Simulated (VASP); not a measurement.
# Mg3Zn2O5 (P1) in VASP: relaxation of cell and atoms with PBE

Aim: the relaxation of cell and atoms of Mg3Zn2O5 with PBE.

Program: VASP 6.6.1. These are calculated values, not measurements. Logs are shortened: lines on timing, memory, paths and dates and some standing lists are left out, and cuts for length are marked.

## Step 1: The cell of the first run

The typed cell holds 10 atoms: a = 2.994 Å, b = 2.981 Å, c = 10.818 Å, α = 97.42°, β = 98.65°, γ = 89.15°.

## Step 2: Relaxation of cell and atoms, PBE

File INCAR:

```
SYSTEM = Mg3Zn2O5
PREC = Accurate
ENCUT = 600
EDIFF = 1E-6
ISMEAR = 0
SIGMA = 0.1
LREAL = .False.
LASPH = .True.
NELM = 100
ALGO = Normal
ISIF = 3
LWAVE = .False.
LCHARG = .False.
GGA = PE
IBRION = 2
NSW = 80
EDIFFG = -0.025
```

File KPOINTS:

```
regular mesh
0
Gamma
  4 4 4
  0 0 0
```

File POSCAR:

```
Mg3Zn2O5
1.0
    0.0222999845     -2.9941009667     -0.0152372814
    2.9809794432     -0.0222999845      0.0163518372
   -1.4437982399      1.5620994231     10.6070712680
Mg Zn O
3 2 5
Direct
    0.8543630045      0.9522718788      0.8200700915
    0.4808463290      0.5504269826     -0.0175201885
    0.2046595151      0.0474598928      0.2138901525
    0.7309095047      0.6839943741      0.4134246422
    0.3086217168      0.3621063871      0.6086579424
    0.7975250840      0.7558880121      0.6061075332
    0.3748554479      0.3618002201      0.8009473901
   -0.0360961784     -0.0344515963     -0.0123433787
    0.6174876724      0.6236868516      0.1816960304
    0.1668279042      0.1968169971      0.3850697850
```

Potentials or basis: VASP PAW PBE potentials, release 64 (Mg, Zn, O).

Run with:

```bash
> cat potpaw_PBE.64/Mg/POTCAR potpaw_PBE.64/Zn/POTCAR potpaw_PBE.64/O/POTCAR > POTCAR
> mpirun -np 1 vasp_std > vasp.out
```

OUTCAR:

```text
SYSTEM = Mg3Zn2O5
   PREC = Accurate
   ENCUT = 600
   EDIFF = 1E-6
   ISMEAR = 0
   LREAL = .False.
   LASPH = .True.
   NELM = 100
   ISIF = 3
   GGA = PE
   IBRION = 2
   NSW = 80
   EDIFFG = -0.025

 ion  position               nearest neighbor table
   1  0.854  0.952  0.820-   8 1.79   7 1.88   7 2.04   7 2.26   6 2.29   7 2.34   2 2.64   2 2.69
                             2 2.74   2 2.84   5 2.99   5 2.99   5 3.16   5 3.21
   2  0.481  0.550  0.982-   8 1.91   7 1.95   8 1.97   9 2.12   8 2.25   8 2.36   1 2.64   1 2.69
                             1 2.74   1 2.84   3 2.96   3 3.27   3 3.29   3 3.53
   3  0.205  0.047  0.214-   9 1.79  10 1.87   9 2.14   9 2.22   8 2.43   9 2.46   4 2.80   4 2.96
                             2 2.96   4 3.07   4 3.17   2 3.27   2 3.29   2 3.53
   4  0.731  0.684  0.413-  10 1.96   6 2.05  10 2.11  10 2.20  10 2.27   9 2.46   5 2.78   3 2.80
                             5 2.89   3 2.96   3 3.07   3 3.17
   5  0.309  0.362  0.609-   6 1.90   6 1.91   7 2.06   6 2.31  10 2.38   6 2.38   4 2.78   4 2.89
                             1 2.99   1 2.99   1 3.16   1 3.21
   6  0.798  0.756  0.606-   5 1.90   5 1.91   4 2.05   1 2.29   5 2.31   5 2.38
   7  0.375  0.362  0.801-   1 1.88   2 1.95   1 2.04   5 2.06   1 2.26   1 2.34
   8  0.964  0.966  0.988-   1 1.79   2 1.91   2 1.97   2 2.25   2 2.36   3 2.43
   9  0.617  0.624  0.182-   3 1.79   2 2.12   3 2.14   3 2.22   3 2.46   4 2.46
  10  0.167  0.197  0.385-   3 1.87   4 1.96   4 2.11   4 2.20   4 2.27   5 2.38

  LATTYP: Found a triclinic cell.
 ALAT       =    11.6508302242
 B/A-ratio  =     0.2569965164
 C/A-ratio  =     0.2558708385
 COS(alpha) =     0.0148995680
 COS(beta)  =     0.1237553443
 COS(gamma) =     0.3966232239

  Lattice vectors:

 A1 = (  -1.4660982244,   4.5562003898,  10.6223085494)
 A2 = (  -0.0222999845,   2.9941009667,   0.0152372814)
 A3 = (  -2.9809794432,   0.0222999845,  -0.0163518372)

Analysis of symmetry for initial positions (statically):
=====================================================================
 Subroutine PRICEL returns:
 Original cell was already a primitive cell.

 Routine SETGRP: Setting up the symmetry group for a
 triclinic supercell.

 Subroutine GETGRP returns: Found  1 space group operations
 (whereof  1 operations were pure point group operations)
 out of a pool of  2 trial point group operations.

The static configuration has the point symmetry C_1 .

Analysis of symmetry for dynamics (positions and initial velocities):
=====================================================================
 Subroutine PRICEL returns:
 Original cell was already a primitive cell.

 Routine SETGRP: Setting up the symmetry group for a
 triclinic supercell.

[... 142 lines left out ...]
  Fermi-wavevector in a.u.,A,eV,Ry     =   1.406242  2.657413 26.905764  1.977518
  Thomas-Fermi vector in A             =   2.528623
   LORBIT       =      0    0 simple, 1 ext, 2 COOP (PROOUT), +10 PAW based schemes
   GGA     = PE    functional components
   LHFCALC =     F    Hartree Fock is set to
   AEXX    =    0.0000 exact exchange contribution
   IVDW    =     0    specifies the selected vdW correction
   LEPSILON=     F    determine dielectric tensor
   LRPA    =     F    only Hartree local field effects (RPA)
 conjugate gradient relaxation of ions
 non-spin polarized calculation
 Gauss-broadening in eV      SIGMA  =   0.10
  energy-cutoff  :      600.00
  volume of cell :       94.67
 maximum number of plane-waves:      3188
   NGX = 11   NGY = 11   NGZ = 43

--------------------------------------- Ionic step        1  -------------------------------------------

 number of electron      59.9999999 magnetization

 Free energy of the ion-electron system (eV)
  ---------------------------------------------------
  ext. energy  EPLUGINS =         0.00000000
  ---------------------------------------------------
  free energy    TOTEN  =       -50.42766546 eV

  energy without entropy =      -50.42766546  energy(sigma->0) =      -50.42766546

------------------------ aborting loop because EDIFF is reached ----------------------------------------

  FORCE on cell =-STRESS in cart. coord.  units (eV):
  Direction    XX          YY          ZZ          XY          YZ          ZX
  --------------------------------------------------------------------------------------
  -------------------------------------------------------------------------------------
  Total       10.5825443     11.8725181     12.6232028      3.6864098      0.7040040     -0.7367179
  in kB      179.1041102    200.9362515    213.6412038     62.3905860     11.9149050    -12.4685715
  external PRESSURE =     197.8938552 kB  Pullay stress =       0.0000000 kB
[... 31 lines left out ...]
--------------------------------------- Ionic step        2  -------------------------------------------

 number of electron      59.9999989 magnetization

 E-fermi :   2.4329     XC(G=0): -10.7812

 val. band max:        1.9142056648   @ k =   0.5000   0.0000   0.5000
 cond. band min:       3.3247338589   @ k =   0.0000   0.0000   0.0000
 fundamental gap:      1.4105281941
 Fermi energy:         2.4329190251

 k-point     1 :       0.0000    0.0000    0.0000
  band No.  band energies     occupation
      1     -15.4181      2.00000
      2     -14.8946      2.00000
      3     -14.6586      2.00000
      4     -14.1886      2.00000
      5     -13.6655      2.00000
      6      -3.1501      2.00000
[... 1008 lines left out ...]
  FREE ENERGIE OF THE ION-ELECTRON SYSTEM (eV)
  ---------------------------------------------------
  free  energy   TOTEN  =       -52.2061997830 eV

  energy  without entropy=      -52.2061997830  energy(sigma->0) =      -52.20619978

[... ionic steps 4 to 19 ...]

--------------------------------------- Ionic step       20  -------------------------------------------

 number of electron      59.9999976 magnetization

------------------------ aborting loop because EDIFF is reached ----------------------------------------
[... 83 lines left out ...]
--------------------------------------- Ionic step       22  -------------------------------------------

 number of electron      59.9999975 magnetization

 Free energy of the ion-electron system (eV)
  ---------------------------------------------------
  ext. energy  EPLUGINS =         0.00000000
  ---------------------------------------------------
  free energy    TOTEN  =       -52.97125602 eV

  energy without entropy =      -52.97125602  energy(sigma->0) =      -52.97125602

 E-fermi :   3.7182     XC(G=0): -11.4123

 val. band max:        3.1849362291   @ k =  -0.0000   0.5000  -0.0000
 cond. band min:       5.2264865309   @ k =   0.0000   0.0000   0.0000
 fundamental gap:      2.0415503018
 Fermi energy:         3.7181833052

 k-point     1 :       0.0000    0.0000    0.0000
  band No.  band energies     occupation
      1     -14.9807      2.00000
      2     -14.4131      2.00000
      3     -14.2988      2.00000
      4     -13.6929      2.00000
      5     -13.3271      2.00000
      6      -2.2936      2.00000
[... 964 lines left out ...]
  FREE ENERGIE OF THE ION-ELECTRON SYSTEM (eV)
  ---------------------------------------------------
  free  energy   TOTEN  =       -52.9712560162 eV

  energy  without entropy=      -52.9712560162  energy(sigma->0) =      -52.97125602

 reached required accuracy - stopping structural energy minimisation
```

OSZICAR:

```text
N       E                     dE             d eps       ncg     rms          rms(c)
DAV:   1     0.635857189261E+03    0.63586E+03   -0.31150E+04  2592   0.223E+03
DAV:   2     0.219696457841E+02   -0.61389E+03   -0.59189E+03  2916   0.512E+02
[... 217 lines left out ...]
       N       E                     dE             d eps       ncg     rms          rms(c)
DAV:   1    -0.529711791962E+02   -0.46138E-04   -0.14552E-01  2592   0.244E+00    0.967E-02
DAV:   2    -0.529713197134E+02   -0.14052E-03   -0.29119E-03  3032   0.422E-01    0.503E-02
DAV:   3    -0.529712726179E+02    0.47095E-04   -0.58510E-05  4104   0.106E-01    0.271E-02
DAV:   4    -0.529712549787E+02    0.17639E-04   -0.40149E-05  3928   0.885E-02    0.472E-03
DAV:   5    -0.529712562474E+02   -0.12687E-05   -0.17489E-05  2880   0.306E-02    0.406E-03
DAV:   6    -0.529712560162E+02    0.23118E-06   -0.75481E-07  1788   0.862E-03
  22 F= -.52971256E+02 E0= -.52971256E+02  d E =-.123889E-03
```

CONTCAR:

```text
Mg3Zn2O5
   1.00000000000000
    -0.0004381054169852   -3.0314939583613314    0.0000389548612114
     3.0318322467254322   -0.0000270948587185   -0.0002470712981288
    -1.5161598136935197    1.5157104610080938   10.6970802514932046
  Mg              Zn              O
     3     2     5
Direct
     0.9006467736192897    0.9004089028274727    0.8011353478138721
     0.4999398966730709    0.5001089521326798    0.0000053994162287
     0.0994613675758360    0.0992780604311547    0.1988186459152269
     0.6997557720095553    0.6996895995283255    0.3992267527776167
     0.3000100603728468    0.3003345148415291    0.6007920473292799
     0.8010854646864708    0.8015996249343191    0.6027454677183588
     0.4018770629776460    0.4018609793792284    0.8035337107463386
     0.9999196221894712    0.9999914117521571    0.9999816306717741
     0.5983464066546537    0.5981890218129595    0.1964643962663283
     0.1989575734411631    0.1985389323601740    0.3972966014449706

  0.00000000E+00  0.00000000E+00  0.00000000E+00
  0.00000000E+00  0.00000000E+00  0.00000000E+00
  0.00000000E+00  0.00000000E+00  0.00000000E+00
  0.00000000E+00  0.00000000E+00  0.00000000E+00
  0.00000000E+00  0.00000000E+00  0.00000000E+00
  0.00000000E+00  0.00000000E+00  0.00000000E+00
  0.00000000E+00  0.00000000E+00  0.00000000E+00
  0.00000000E+00  0.00000000E+00  0.00000000E+00
  0.00000000E+00  0.00000000E+00  0.00000000E+00
  0.00000000E+00  0.00000000E+00  0.00000000E+00
```

Run time: 14 min. Hardware: 1 thread of Intel Xeon 6975P-C (Granite Rapids), shared host; peak memory 0.32 GiB.

What came out:

| Quantity | Value |
| --- | --- |
| Free energy | -52.9713 eV |
| Relaxed volume | 9.83 Å³/atom |
| Relaxed cell | a = 3.031 Å, b = 3.032 Å, c = 10.910 Å, α = 97.99°, β = 97.98°, γ = 90.01° |
| Space group after relaxing (to 0.1 Å) | I4/mmm (No. 139) |
| Energy gained by relaxing | 254.4 meV/atom |
| Ionic steps | 22 |
| Pressure after relaxing | 0.0 GPa |
| Largest force after relaxing | 0.006 eV/Å |
| Band gap on the k mesh | 2.04 eV (least direct gap 2.87 eV) |

Forces in eV/Å, atoms in the order of the input:
```
Mg   0.004  0.002  0.005
Mg  -0.002 -0.001 -0.004
Mg   0.002  0.000  0.000
Zn  -0.002 -0.001  0.000
Zn   0.002 -0.003  0.001
O   -0.004 -0.003 -0.004
O   -0.003  0.003  0.000
O    0.001 -0.002  0.003
O   -0.001  0.001  0.000
O    0.003  0.004 -0.001
```

The path:
```csv
step,energy change (eV),largest force (eV/Å),pressure (GPa),volume (Å³)
1,0.0000,4.1842,19.79,94.67
2,-1.5685,0.8506,-13.48,111.57
3,-1.7785,1.1507,-7.30,106.19
4,-2.2077,0.6847,-2.55,101.24
5,-2.2977,0.8735,2.10,97.80
6,-2.4334,0.4601,1.45,97.68
7,-2.4580,0.4669,1.48,97.61
8,-2.5062,0.2540,-1.18,99.14
9,-2.5079,0.2364,-1.73,99.49
10,-2.5263,0.1606,0.26,98.17
11,-2.5265,0.1716,0.52,98.02
12,-2.5347,0.0920,0.29,98.15
13,-2.5371,0.1241,0.10,98.28
14,-2.5402,0.0607,-0.22,98.46
15,-2.5406,0.0828,-0.35,98.55
16,-2.5421,0.0630,0.33,98.14
17,-2.5421,0.0589,0.29,98.18
18,-2.5431,0.0377,-0.04,98.36
19,-2.5431,0.0417,-0.09,98.39
20,-2.5435,0.0383,0.00,98.33
21,-2.5435,0.0342,0.00,98.34
22,-2.5436,0.0063,0.04,98.32
```

Final structure:
```
Mg Zn O
1.0
    -0.00044   -3.03149    0.00004
     3.03183   -0.00003   -0.00025
    -1.51616    1.51571   10.69708
Mg Zn O
3 2 5
Direct
  0.90065 0.90041 0.80114
  0.49994 0.50011 0.00001
  0.09946 0.09928 0.19882
  0.69976 0.69969 0.39923
  0.30001 0.30033 0.60079
  0.80109 0.80160 0.60275
  0.40188 0.40186 0.80353
  0.99992 0.99999 0.99998
  0.59835 0.59819 0.19646
  0.19896 0.19854 0.39730
```

Caveat: the k points lie up to 0.52 Å⁻¹ apart in the final cell. A k mesh can miss the band edges.
